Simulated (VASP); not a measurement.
# BaLi7F9 in VASP: single point with PBE

Aim: the single point of BaLi7F9 with PBE.

All numbers are computed with VASP 6.6.1; they aren't measurements. Logs are shortened: lines on timing, memory, paths and dates and some standing lists are left out, and cuts for length are marked.

**1. The cell of the first run**

The cell holds a disordered packing, 17 atoms: a = 5.603 Å, b = 5.754 Å, c = 5.541 Å, α = 91.46°, β = 90.77°, γ = 89.43°.

**2. Single point, PBE**

INCAR

```
SYSTEM = BaLi7F9
ALGO = Normal
EDIFF = 1E-6
ENCUT = 910
GGA = PE
GGA_COMPAT = .False.
ISIF = 2
ISMEAR = -1
ISYM = 0
LASPH = .True.
LCHARG = .False.
LREAL = Auto
LWAVE = .False.
NBANDS = 61
NELM = 120
PREC = Accurate
SIGMA = 0.05
```

KPOINTS

```
k-points
0
Gamma
  1 1 1
  0 0 0
```

POSCAR

```
BaLi7F9
1.0
    5.6029570000      0.0278370000     -0.0374620000
    0.0278370000      5.7534950000     -0.0718080000
   -0.0374620000     -0.0718080000      5.5402340000
Ba F Li
1 9 7
Direct
    0.7863601653      0.0251368852      0.6838910873
    0.6808694353      0.6348660564      0.4145783721
    0.0366005111      0.3918872112      0.5751442566
    0.2862538461      0.5348962995      0.1845843470
    0.8262382910      0.6663788037      0.9778870113
    0.3593749545      0.8031257246      0.7642151499
    0.4918039953      0.1056508852      0.2927137265
    0.4916813055      0.3131203719      0.8371828541
    0.0388167803      0.2082612673     -0.0046415044
    0.0745325931      0.9230891392      0.3765668246
    0.1964999013      0.2538597863      0.3046872105
    0.9784678454      0.6356700682      0.2794141112
    0.6159073990      0.5659143614      0.7550058899
    0.6045890038      0.4285642839      0.1828822496
    0.1813127190      0.5014050144      0.8403443299
    0.2880952548      1.0140366562      0.0001885423
    0.3729688553      0.7963252440      0.4020811544
```

Potentials or basis: VASP PAW PBE potentials, release 64 (Ba_sv, F_h, Li_sv).

Started as:

```bash
> cat potpaw_PBE.64/Ba_sv/POTCAR potpaw_PBE.64/F_h/POTCAR potpaw_PBE.64/Li_sv/POTCAR > POTCAR
> mpirun -np 1 vasp_gam > vasp.out
```

OUTCAR:

```text
SYSTEM = BaLi7F9
   EDIFF = 1E-6
   ENCUT = 910
   GGA = PE
   ISIF = 2
   ISMEAR = -1
   ISYM = 0
   LASPH = .True.
   LREAL = Auto
   NELM = 120
   PREC = Accurate

 ion  position               nearest neighbor table
   1  0.786  0.025  0.684-  10 2.42   9 2.44   8 2.47   3 2.63   5 2.67   2 2.73   7 2.75   6 2.77
                            13 2.86  17 3.07  13 3.26  16 3.29  12 3.31  16 3.32  11 3.43  15 3.62
   2  0.681  0.635  0.415-  14 1.78  12 1.84  17 1.95  13 1.98   1 2.73
   3  0.037  0.392  0.575-  15 1.77  11 1.91   1 2.63
   4  0.286  0.535  0.185-  11 1.84  14 1.88  12 1.89  17 1.96  15 1.99
   5  0.826  0.666  0.978-  13 1.78  12 1.88   1 2.67
   6  0.359  0.803  0.764-  16 1.81  13 1.97  17 2.01   1 2.77
   7  0.492  0.106  0.293-  11 1.86  17 2.02  16 2.03   1 2.75
   8  0.492  0.313  0.837-  13 1.69  15 2.04   1 2.47
   9  0.039  0.208  0.995-  16 1.78  11 1.93   1 2.44
  10  0.075  0.923  0.377-  12 1.81  17 1.82   1 2.42
  11  0.196  0.254  0.305-   4 1.84   7 1.86   3 1.91   9 1.93  16 2.21  12 2.51   1 3.43
  12  0.978  0.636  0.279-  10 1.81   2 1.84   5 1.88   4 1.89  14 2.47  17 2.48  11 2.51   1 3.31

  13  0.616  0.566  0.755-   8 1.69   5 1.78   6 1.97   2 1.98  15 2.52  14 2.52   1 2.86   1 3.26

  14  0.605  0.429  0.183-   2 1.78   4 1.88  12 2.47  13 2.52
  15  0.181  0.501  0.840-   3 1.77   4 1.99   8 2.04  13 2.52   1 3.62
  16  0.288  0.014  0.000-   9 1.78   6 1.81   7 2.03  11 2.21   1 3.29   1 3.32
  17  0.373  0.796  0.402-  10 1.82   2 1.95   4 1.96   6 2.01   7 2.02  12 2.48   1 3.07

IMPORTANT INFORMATION: All symmetrisations will be switched off!
NOSYMM: (Re-)initialisation of all symmetry stuff for point group C_1.

----------------------------------------------------------------------------------------

                                     Primitive cell

  volume of cell :     178.5571

  direct lattice vectors                    reciprocal lattice vectors
     5.602957000  0.027837000 -0.037462000     0.178489399 -0.000848655  0.001195912
     0.027837000  5.753495000 -0.071808000    -0.000848655  0.173839554  0.002247428
    -0.037462000 -0.071808000  5.540234000     0.001195912  0.002247428  0.180535007

  length of vectors
     5.603151385  5.754010428  5.540825982     0.178495422  0.173856153  0.180552956

  position of ions in fractional coordinates (direct lattice)
     0.786360165  0.025136885  0.683891087
     0.680869435  0.634866056  0.414578372
     0.036600511  0.391887211  0.575144257
     0.286253846  0.534896299  0.184584347
     0.826238291  0.666378804  0.977887011
     0.359374954  0.803125725  0.764215150
[... 9 lines left out ...]
     0.288095255  0.014036656  0.000188542
     0.372968855  0.796325244  0.402081154

  ion indices of the primitive-cell ions
   primitive index   ion index
                 1           1
                 2           2
                 3           3
                 4           4
                 5           5
                 6           6
[... 9 lines left out ...]
                16          16
                17          17

----------------------------------------------------------------------------------------

 KPOINTS: k-points

Automatic generation of k-mesh.
 Grid dimensions read from file:
 generate k-points for:    1    1    1

 Generating k-lattice:

  Cartesian coordinates                     Fractional coordinates (reciprocal lattice)
     0.178489399 -0.000848655  0.001195912     1.000000000  0.000000000  0.000000000
    -0.000848655  0.173839554  0.002247428     0.000000000  1.000000000  0.000000000
     0.001195912  0.002247428  0.180535007     0.000000000  0.000000000  1.000000000

  Length of vectors
     0.178495422  0.173856153  0.180552956

  Shift w.r.t. Gamma in fractional coordinates (k-lattice)
     0.000000000  0.000000000  0.000000000

 Subroutine IBZKPT returns following result:
 ===========================================

 Found      1 irreducible k-points:

 Following reciprocal coordinates:
            Coordinates               Weight
  0.000000  0.000000  0.000000      1.000000
   k-points           NKPTS =      1   k-points in BZ     NKDIM =      1   number of bands    NBANDS=     61
   number of dos      NEDOS =    301   number of ions     NIONS =     17
   total plane-waves  NPLWV = 188160
   dimension x,y,z NGX =    56 NGY =   60 NGZ =   56
   dimension x,y,z NGXF=   112 NGYF=  120 NGZF=  112
   ions per type =               1   9   7
   NGX,Y,Z   is equivalent  to a cutoff of  16.62, 17.34, 16.80 a.u.
   NGXF,Y,Z  is equivalent  to a cutoff of  33.23, 34.67, 33.60 a.u.
 SYSTEM =  BaLi7F9
   PREC   = accura    normal or accurate (medium, high low for compatibility)
   ISTART =      0    job   : 0-new  1-cont  2-samecut
   ICHARG =      2    charge: 1-file 2-atom 10-const
   ISPIN  =      1    spin polarized calculation?
   LNONCOLLINEAR =      F non collinear calculations
   LSORBIT =      F    spin-orbit coupling
   LASPH  =      T    aspherical Exc in radial PAW
   ENCUT  =  910.0 eV  66.88 Ry    8.18 a.u.  13.78 14.15 13.63*2*pi/ulx,y,z
   NELM   =    120;   NELMIN=  2; NELMDL= -5     # of ELM steps
   EDIFF  = 0.1E-05   stopping-criterion for ELM
   LREAL  =      T    real-space projection
   EDIFFG = 0.1E-04   stopping-criterion for IOM
   NSW    =      0    number of steps for IOM
   IBRION =     -1    ionic relax: 0-MD 1-quasi-New 2-CG
   NFREE  =      0    steps in history (QN), initial steepest desc. (CG)
   ISIF   =      2    stress and relaxation
   ISYM   =      0    0-nonsym 1-usesym 2-fastsym
   POTIM  = 0.5000    time-step for ionic-motion
   TEBEG  =    0.0;   TEEND  =   0.0 temperature during run
   PSTRESS=    0.0 pullay stress
   NELECT =      94.0000    total number of electrons
   NUPDOWN=      -1.0000    fix difference up-down
   EMIN   =  10.00;   EMAX   =-10.00  energy-range for DOS
   EFERMI =   0.00;   METHOD = LEGACY
   ISMEAR =    -1;   SIGMA  =   0.05  broadening in eV -4-tet -1-fermi 0-gaus
   EFERMI_NEDOS =   21; number of points for ismear=-14 and -15
   IALGO  =     38    algorithm
   IMIX   =      4    mixing-type and parameters
     AMIX     =   0.40;   BMIX     =  1.00
     AMIX_MAG =   1.60;   BMIX_MAG =  1.00
  volume/ion in A,a.u.               =      10.50        70.88
  Fermi-wavevector in a.u.,A,eV,Ry     =   1.321879  2.497989 23.774334  1.747364
  Thomas-Fermi vector in A             =   2.451601
   LORBIT       =      0    0 simple, 1 ext, 2 COOP (PROOUT), +10 PAW based schemes
   GGA     = PE    functional components
   LHFCALC =     F    Hartree Fock is set to
   AEXX    =    0.0000 exact exchange contribution
   IVDW    =     0    specifies the selected vdW correction
   LEPSILON=     F    determine dielectric tensor
   LRPA    =     F    only Hartree local field effects (RPA)
 non-spin polarized calculation
  energy-cutoff  :      910.00
  volume of cell :      178.56
 maximum number of plane-waves:      5566
 NGX is ok and might be reduce to    54
   NGX = 27   NGY = 29   NGZ = 27

 number of electron      94.0000005 magnetization

 Free energy of the ion-electron system (eV)
  ---------------------------------------------------
  ext. energy  EPLUGINS =         0.00000000
  ---------------------------------------------------
  free energy    TOTEN  =       -81.63671673 eV

  energy without entropy =      -81.63671673  energy(sigma->0) =      -81.63671673

 E-fermi :   0.5115     XC(G=0):  -9.3429

 val. band max:       -0.7119572682   @ k =   0.0000   0.0000   0.0000
 cond. band min:       6.5458601736   @ k =   0.0000   0.0000   0.0000
 fundamental gap:      7.2578174418
 Fermi energy:         0.5114554189

 k-point     1 :       0.0000    0.0000    0.0000
  band No.  band energies     occupation
      1     -42.7057      2.00000
      2     -42.4761      2.00000
      3     -42.2847      2.00000
      4     -42.2595      2.00000
      5     -41.8441      2.00000
      6     -41.7973      2.00000
[... 51 lines left out ...]
     58      11.7345      0.00000
     59      12.2958      0.00000
 [bands above 59 left out]

------------------------ aborting loop because EDIFF is reached ----------------------------------------

  FORCE on cell =-STRESS in cart. coord.  units (eV):
  Direction    XX          YY          ZZ          XY          YZ          ZX
  --------------------------------------------------------------------------------------
  -------------------------------------------------------------------------------------
  Total        9.2777081      8.0850367      7.3816780      0.1438783      1.7626789      0.4104931
  in kB       83.2480606     72.5463248     66.2351487      1.2910078     15.8163635      3.6833184
  external PRESSURE =      74.0098447 kB  Pullay stress =       0.0000000 kB

 VOLUME and BASIS-vectors are now :
 -----------------------------------------------------------------------------
  energy-cutoff  :      910.00
  volume of cell :      178.56
      direct lattice vectors                 reciprocal lattice vectors
     5.602957000  0.027837000 -0.037462000     0.178489399 -0.000848655  0.001195912
     0.027837000  5.753495000 -0.071808000    -0.000848655  0.173839554  0.002247428
    -0.037462000 -0.071808000  5.540234000     0.001195912  0.002247428  0.180535007

 POSITION                                       TOTAL-FORCE (eV/Angst)
 -----------------------------------------------------------------------------------
      4.38102      0.11741      3.75765         0.031770      0.062296     -0.051631
      3.81702      3.64188      2.22577        -0.605214      0.092121      0.931631
      0.19443      2.21444      3.15692         0.088051      0.203020     -0.985368
      1.61184      3.07224      0.97351        -0.089128      0.755618      0.279565
      4.61129      3.78679      5.33892         0.228080     -0.196188     -0.139796
      2.00729      4.57591      4.16280         0.053412     -0.437506     -0.141514
[... 9 lines left out ...]
      1.61457      0.08877     -0.01076         0.401990      0.081912     -0.081724
      2.09683      4.56316      2.15647         0.126847     -0.096939      0.030214
 -----------------------------------------------------------------------------------
    total drift:                               -0.003095     -0.045353      0.022331

  FREE ENERGIE OF THE ION-ELECTRON SYSTEM (eV)
  ---------------------------------------------------
  free  energy   TOTEN  =       -81.6367167317 eV

  energy  without entropy=      -81.6367167317  energy(sigma->0) =      -81.63671673
```

Run time: 85 s. Hardware: 1 thread of Intel Xeon Platinum 8259CL at 2.50GHz (Skylake/Cascade Lake), shared host; peak memory 0.4 GiB.

What came out:

- Free energy: -81.6367 eV
- Pressure: 7.4 GPa
- Largest force: 1.115 eV/Å

Forces in eV/Å, atoms in the order of the input:
```
Ba   0.032  0.062 -0.052
F   -0.605  0.092  0.932
F    0.088  0.203 -0.985
F   -0.089  0.756  0.280
F    0.228 -0.196 -0.140
F    0.053 -0.438 -0.142
F    0.064 -0.118 -0.333
F   -0.402 -0.041  0.316
F    0.207 -0.009  0.907
F    0.696  0.007 -0.784
Li  -0.467 -0.023  0.590
Li  -0.040  0.062  0.007
Li   0.215  0.348 -0.554
Li  -0.365 -0.433 -0.498
Li  -0.144 -0.257  0.507
Li   0.402  0.082 -0.082
Li   0.127 -0.097  0.030
```

Stress tensor (GPa, compression positive):
```
8.32 0.13 0.37
0.13 7.25 1.58
0.37 1.58 6.62
```

Caveat: the k points lie up to 1.13 Å⁻¹ apart, too coarse for converged energies, forces and pressures; the atoms stand as in a frame of molecular dynamics; spin-orbit coupling is left out, which moves the levels of the heavy elements.
